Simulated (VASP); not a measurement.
# Cu in VASP: single point with PBEsol

Aim: the single point of Cu with PBEsol.

Program: VASP 6.6.1. These are calculated values, not measurements. Logs are shortened: lines on timing, memory, paths and dates and some standing lists are left out, and cuts for length are marked.

## (1) The cell of the first run

The cell holds a single atom in a box, 1 atom: a = 14.000 Å, b = 14.400 Å, c = 14.800 Å, α = 90.00°, β = 90.00°, γ = 90.00°.

## (2) Single point, PBEsol, collinear spin

Contents of INCAR:

```
SYSTEM = Cu
PREC = Accurate
ENCUT = 520
EDIFF = 1E-6
ISMEAR = -1
SIGMA = 0.01
LREAL = .FALSE.
LASPH = .TRUE.
NELM = 150
ALGO = Normal
ISIF = 2
LWAVE = .FALSE.
LCHARG = .FALSE.
ISPIN = 2
MAGMOM = 1
LORBIT = 11
LMAXMIX = 4
GGA = PS
ISYM = 0
NBANDS = 16
```

Contents of KPOINTS:

```
regular mesh
0
G
  1 1 1
  0 0 0
```

Contents of POSCAR:

```
Cu
1.0
   14.0000000000      0.0000000000      0.0000000000
    0.0000000000     14.4000000000      0.0000000000
    0.0000000000      0.0000000000     14.8000000000
Cu
1
Direct
    0.5000000000      0.5000000000      0.5000000000
```

Potentials or basis: VASP PAW PBE potentials, release 64 (Cu).

On the command line:

```bash
$ cat potpaw_PBE.64/Cu/POTCAR > POTCAR
$ mpirun -np 1 vasp_gam > vasp.out
```

OUTCAR:

```text
SYSTEM = Cu
   PREC = Accurate
   ENCUT = 520
   EDIFF = 1E-6
   ISMEAR = -1
   LREAL = .FALSE.
   LASPH = .TRUE.
   NELM = 150
   ISIF = 2
   ISPIN = 2
   LORBIT = 11
   GGA = PS
   ISYM = 0

 ion  position               nearest neighbor table
   1  0.500  0.500  0.500-

IMPORTANT INFORMATION: All symmetrisations will be switched off!
NOSYMM: (Re-)initialisation of all symmetry stuff for point group C_1.

----------------------------------------------------------------------------------------

                                     Primitive cell

  volume of cell :    2983.6800

  direct lattice vectors                    reciprocal lattice vectors
    14.000000000  0.000000000  0.000000000     0.071428571  0.000000000  0.000000000
     0.000000000 14.400000000  0.000000000     0.000000000  0.069444444  0.000000000
     0.000000000  0.000000000 14.800000000     0.000000000  0.000000000  0.067567568

  length of vectors
    14.000000000 14.400000000 14.800000000     0.071428571  0.069444444  0.067567568

  position of ions in fractional coordinates (direct lattice)
     0.500000000  0.500000000  0.500000000

  ion indices of the primitive-cell ions
   primitive index   ion index
                 1           1

----------------------------------------------------------------------------------------

 KPOINTS: regular mesh

Automatic generation of k-mesh.
 Grid dimensions read from file:
 generate k-points for:    1    1    1

 Generating k-lattice:

  Cartesian coordinates                     Fractional coordinates (reciprocal lattice)
     0.071428571  0.000000000  0.000000000     1.000000000  0.000000000  0.000000000
     0.000000000  0.069444444  0.000000000     0.000000000  1.000000000  0.000000000
     0.000000000  0.000000000  0.067567568     0.000000000  0.000000000  1.000000000

  Length of vectors
     0.071428571  0.069444444  0.067567568

  Shift w.r.t. Gamma in fractional coordinates (k-lattice)
     0.000000000  0.000000000  0.000000000

 Subroutine IBZKPT returns following result:
 ===========================================

 Found      1 irreducible k-points:

 Following reciprocal coordinates:
            Coordinates               Weight
  0.000000  0.000000  0.000000      1.000000
   k-points           NKPTS =      1   k-points in BZ     NKDIM =      1   number of bands    NBANDS=     16
   number of dos      NEDOS =    301   number of ions     NIONS =      1
   total plane-waves  NPLWV = ******
   dimension x,y,z NGX =   108 NGY =  108 NGZ =  112
   dimension x,y,z NGXF=   216 NGYF=  216 NGZF=  224
   ions per type =               1
   NGX,Y,Z   is equivalent  to a cutoff of  12.82, 12.47, 12.58 a.u.
   NGXF,Y,Z  is equivalent  to a cutoff of  25.65, 24.94, 25.16 a.u.
 SYSTEM =  Cu
   PREC   = accura    normal or accurate (medium, high low for compatibility)
   ISTART =      0    job   : 0-new  1-cont  2-samecut
   ICHARG =      2    charge: 1-file 2-atom 10-const
   ISPIN  =      2    spin polarized calculation?
   LNONCOLLINEAR =      F non collinear calculations
   LSORBIT =      F    spin-orbit coupling
   LASPH  =      T    aspherical Exc in radial PAW
   ENCUT  =  520.0 eV  38.22 Ry    6.18 a.u.  26.03 26.77 27.52*2*pi/ulx,y,z
   NELM   =    150;   NELMIN=  2; NELMDL= -5     # of ELM steps
   EDIFF  = 0.1E-05   stopping-criterion for ELM
   LREAL  =      F    real-space projection
   EDIFFG = 0.1E-04   stopping-criterion for IOM
   NSW    =      0    number of steps for IOM
   IBRION =     -1    ionic relax: 0-MD 1-quasi-New 2-CG
   NFREE  =      0    steps in history (QN), initial steepest desc. (CG)
   ISIF   =      2    stress and relaxation
   ISYM   =      0    0-nonsym 1-usesym 2-fastsym
   POTIM  = 0.5000    time-step for ionic-motion
   TEBEG  =    0.0;   TEEND  =   0.0 temperature during run
   PSTRESS=    0.0 pullay stress
   NELECT =      11.0000    total number of electrons
   NUPDOWN=      -1.0000    fix difference up-down
   EMIN   =  10.00;   EMAX   =-10.00  energy-range for DOS
   EFERMI =   0.00;   METHOD = LEGACY
   ISMEAR =    -1;   SIGMA  =   0.01  broadening in eV -4-tet -1-fermi 0-gaus
   EFERMI_NEDOS =   21; number of points for ismear=-14 and -15
   IALGO  =     38    algorithm
   IMIX   =      4    mixing-type and parameters
     AMIX     =   0.40;   BMIX     =  1.00
     AMIX_MAG =   1.60;   BMIX_MAG =  1.00
  volume/ion in A,a.u.               =    2983.68     20134.87
  Fermi-wavevector in a.u.,A,eV,Ry     =   0.252904  0.477918  0.870232  0.063960
  Thomas-Fermi vector in A             =   1.072337
   LORBIT       =     11    0 simple, 1 ext, 2 COOP (PROOUT), +10 PAW based schemes
   GGA     = PS    functional components
   LHFCALC =     F    Hartree Fock is set to
   AEXX    =    0.0000 exact exchange contribution
   IVDW    =     0    specifies the selected vdW correction
   LEPSILON=     F    determine dielectric tensor
   LRPA    =     F    only Hartree local field effects (RPA)
 spin polarized calculation
  energy-cutoff  :      520.00
  volume of cell :     2983.68
 maximum number of plane-waves:     40220
 NGX is ok and might be reduce to   108
   NGX = 53   NGY = 53   NGZ = 55

 number of electron      11.0000021 magnetization       1.0000000

 Free energy of the ion-electron system (eV)
  ---------------------------------------------------
  ext. energy  EPLUGINS =         0.00000000
  ---------------------------------------------------
  free energy    TOTEN  =        -0.27688212 eV

  energy without entropy =       -0.27688212  energy(sigma->0) =       -0.27688212

 E-fermi :  -4.5803     XC(G=0):  -0.2809

 val. band max:       -4.8363976758   @ k =   0.0000   0.0000   0.0000
 cond. band min:      -3.9231711246   @ k =   0.0000   0.0000   0.0000
 fundamental gap:      0.9132265512
 Fermi energy:        -4.5803111122

 spin component 1

 k-point     1 :       0.0000    0.0000    0.0000
  band No.  band energies     occupation
      1      -5.0017      1.00000
      2      -5.0017      1.00000
      3      -5.0017      1.00000
      4      -5.0017      1.00000
      5      -5.0017      1.00000
      6      -4.9800      1.00000
[... 8 lines left out ...]
     15       0.7625      0.00000
     16       0.8038      0.00000
 Fermi energy:        -4.5803111122

 spin component 2

 k-point     1 :       0.0000    0.0000    0.0000
  band No.  band energies     occupation
      1      -4.8364      1.00000
      2      -4.8364      1.00000
      3      -4.8364      1.00000
      4      -4.8364      1.00000
      5      -4.8364      1.00000
      6      -3.9232      0.00000
[... 8 lines left out ...]
     15       0.9005      0.00000
     16       0.9334      0.00000

------------------------ aborting loop because EDIFF is reached ----------------------------------------

  FORCE on cell =-STRESS in cart. coord.  units (eV):
  Direction    XX          YY          ZZ          XY          YZ          ZX
  --------------------------------------------------------------------------------------
  -------------------------------------------------------------------------------------
  Total       -0.0053158     -0.0088376     -0.0074998      0.0000013      0.0000011      0.0000043
  in kB       -0.0028545     -0.0047456     -0.0040272      0.0000007      0.0000006      0.0000023
  external PRESSURE =      -0.0038758 kB  Pullay stress =       0.0000000 kB

 VOLUME and BASIS-vectors are now :
 -----------------------------------------------------------------------------
  energy-cutoff  :      520.00
  volume of cell :     2983.68
      direct lattice vectors                 reciprocal lattice vectors
    14.000000000  0.000000000  0.000000000     0.071428571  0.000000000  0.000000000
     0.000000000 14.400000000  0.000000000     0.000000000  0.069444444  0.000000000
     0.000000000  0.000000000 14.800000000     0.000000000  0.000000000  0.067567568

 POSITION                                       TOTAL-FORCE (eV/Angst)
 -----------------------------------------------------------------------------------
      7.00000      7.20000      7.40000        -0.000000     -0.000000      0.000000
 -----------------------------------------------------------------------------------
    total drift:                               -0.000000     -0.000000      0.000000

  FREE ENERGIE OF THE ION-ELECTRON SYSTEM (eV)
  ---------------------------------------------------
  free  energy   TOTEN  =        -0.2768821203 eV

  energy  without entropy=       -0.2768821203  energy(sigma->0) =       -0.27688212

 total charge

# of ion       s       p       d       tot
------------------------------------------
    1        0.353   0.000   9.433   9.786

 magnetization (x)

# of ion       s       p       d       tot
------------------------------------------
    1        0.353   0.000  -0.045   0.308
```

OSZICAR:

```text
N       E                     dE             d eps       ncg     rms          rms(c)
DAV:   1     0.561293836456E+02    0.56129E+02   -0.14879E+03    64   0.321E+02
DAV:   2     0.897872134509E+01   -0.47151E+02   -0.30474E+02    64   0.594E+01
[... 15 lines left out ...]
DAV:  18    -0.276845412849E+00   -0.27860E-04   -0.47481E-07    64   0.184E-03    0.276E-04
DAV:  19    -0.276863630826E+00   -0.18218E-04   -0.23856E-07    72   0.120E-03    0.148E-04
DAV:  20    -0.276873322277E+00   -0.96915E-05   -0.17276E-07    64   0.177E-03    0.189E-04
DAV:  21    -0.276877112895E+00   -0.37906E-05   -0.78092E-08    64   0.919E-04    0.683E-05
DAV:  22    -0.276881256302E+00   -0.41434E-05   -0.55071E-08    64   0.819E-04    0.973E-05
DAV:  23    -0.276882120346E+00   -0.86404E-06   -0.13193E-08    64   0.439E-04
   1 F= -.27688212E+00 E0= -.27688212E+00  d E =-.100409E-10  mag=     1.0000
```

Wall time 4.7 min (1 thread of Intel Xeon Platinum 8488C (Sapphire Rapids), shared host); peak memory 2.7 GiB.

Results:

```
Free energy                                           : -0.2769 eV
Pressure                                              : 0.0 GPa
Band gap on the k mesh                                : 0.91 eV
Net moment                                            : 1.00 μB per cell
Site moments                                          : Cu +0.31 μB
Valence electrons inside the program's atomic spheres : Cu 9.79
```

Levels at points of the mesh, in eV from the valence-band top:
Spin up:
```tsv
k point	band 4	band 5	band 6	band 7	band 8	band 9
(0.00, 0.00, 0.00)	-0.17	-0.17	-0.14	3.98	3.98	3.98
```
Spin down:
| k point | band 3 | band 4 | band 5 | band 6 | band 7 | band 8 |
| --- | --- | --- | --- | --- | --- | --- |
| (0.00, 0.00, 0.00) | 0.00 | 0.00 | 0.00 | 0.91 | 4.78 | 4.79 |

Caveat: the PAW data sets were made with another functional, which shifts forces and pressure a little.
